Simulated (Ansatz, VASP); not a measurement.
# One calculation of Eu, two programs

```
Eu
1.0
    -2.17735    2.17735    2.17735
     2.17735   -2.17735    2.17735
     2.17735    2.17735   -2.17735
Eu
1
Cartesian
  0.0000 0.0000 0.0000
```

Change from the starting cell: volume scaled by 0.98.

Alike in both runs: task single point; functional PBE; k mesh 14 × 14 × 14; occupations fermi-dirac, width 0.05 eV; collinear spin.

|  | VASP | Ansatz |
| --- | --- | --- |
| version | VASP 6.6.1 | Ansatz 0.2.0 |
| potentials or method | VASP PAW PBE potentials, release 64 (Eu), cutoff 520 eV | all-electron LAPW, scalar-relativistic |

|  | VASP | Ansatz | Ansatz less VASP |
| --- | --- | --- | --- |
| pressure (GPa) | 0.0 | 0.4 | +0.35 |
| net moment per atom (μB) | 7.25 | 7.25 | +0.006 |
| size of the moment on the site where the two differ most (μB) | 6.66 | 7.09 | +0.432 |

Site moments also hang on the region over which each program counts them. Ansatz ran all-electron here, and VASP with PAW potentials.

Neither program's run includes spin-orbit coupling.
